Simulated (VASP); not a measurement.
Here is a VASP 6.6.1 calculation.

Contents of INCAR:

```
SYSTEM = GaN
PREC = Accurate
ENCUT = 520
EDIFF = 1E-7
ISMEAR = -1
SIGMA = 0.02
LREAL = .FALSE.
LASPH = .TRUE.
NELM = 60
ALGO = Normal
ISIF = 2
LWAVE = .FALSE.
LCHARG = .FALSE.
GGA = PE
NBANDS = 16
```

The input KPOINTS:

```
regular mesh
0
G
  13 13 13
  0 0 0
```

The input POSCAR:

```
GaN
1.0
    0.0000000000      1.9925000000      1.9526500000
    1.9925000000      0.0000000000      1.9526500000
    1.9925000000      1.9925000000      0.0000000000
Ga N
1 1
Direct
    0.5000000000      0.5000000000      0.5000000000
    0.0000000000      0.0000000000      0.0000000000
```

Potentials or basis: VASP PAW PBE potentials, release 64 (Ga_d, N).

Run with:

```bash
$ cat potpaw_PBE.64/Ga_d/POTCAR potpaw_PBE.64/N/POTCAR > POTCAR
$ mpirun -np 1 vasp_std > vasp.out
```

Task: Estimate the band gap on the k mesh.

Result: 1.87 eV, indirect (least direct gap 5.46 eV).

Task: What does it give for the pressure?

Result: 80.8 GPa.

Stress tensor (GPa, compression positive):
```
76.96  0.00  0.00
 0.00 76.96  0.00
 0.00  0.00 88.57
```

Caveat: the cell differs from its parent crystal (z stretched by -2 %, then relaxed in part). A k mesh can miss the band edges.
